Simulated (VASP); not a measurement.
Br: single point with PBE

The system is Br.

```
CELL_PARAMETERS angstrom
6.05403 0.00000 -1.03656
0.00000 5.74890 0.00000
-3.74055 0.00000 8.40325
ATOMIC_POSITIONS crystal
Br 0.00000 0.00000 0.00000
Br 0.00000 0.50000 0.50000
Br 0.51274 0.50000 0.25629
Br 0.48726 0.00000 0.24371
Br 0.48726 0.50000 0.74371
Br 0.51274 0.00000 0.75629
```

```yaml
Program: VASP 6.6.1
Task: single point
Functional: PBE
Potentials_or_basis: VASP PAW PBE potentials, release 64 (Br)
Cutoff: 520 eV
k_mesh: 6 × 6 × 4
Occupations: gaussian, width 0.02 eV
Spin: no spin polarisation
```

```json
{
  "Pressure": "0.0 GPa",
  "Band gap on the k mesh": "zero (bands 21 and 22 overlap by 2.43 eV)"
}
```

Levels at points of the mesh, in eV from the Fermi level:
| k point | band 18 | band 19 | band 20 | band 21 | band 22 | band 23 | band 24 | band 25 |
| --- | --- | --- | --- | --- | --- | --- | --- | --- |
| (0.00, 0.00, 0.00) | -1.14 | -0.89 | -0.36 | 1.47 | 1.68 | 1.81 | 1.89 | 4.97 |
| (0.50, 0.00, 0.00) | -0.89 | -0.84 | -0.40 | 1.45 | 1.69 | 1.80 | 1.87 | 6.13 |
| (0.00, 0.50, 0.00) | -1.68 | -0.92 | -0.92 | -0.75 | -0.75 | 1.77 | 1.77 | 6.26 |
| (0.50, 0.50, 0.00) | -1.55 | -0.93 | -0.93 | -0.73 | -0.73 | 1.77 | 1.77 | 7.24 |
| (0.00, 0.00, 0.50) | -1.60 | -0.59 | -0.59 | 1.59 | 1.59 | 1.69 | 1.69 | 6.04 |
| (0.50, 0.00, 0.50) | -1.54 | -0.45 | -0.45 | 1.59 | 1.59 | 1.69 | 1.69 | 6.70 |
| (0.00, 0.50, 0.50) | -1.65 | -1.06 | -1.06 | -0.85 | -0.85 | 1.82 | 1.82 | 6.53 |
| (0.50, 0.50, 0.50) | -1.64 | -1.09 | -1.09 | -0.63 | -0.63 | 1.81 | 1.81 | 6.88 |

Wall time 6.6 min on 1 thread of Intel(R) Xeon(R) Platinum 8488C (Sapphire Rapids) (shared host), peak memory 0.6 GiB.
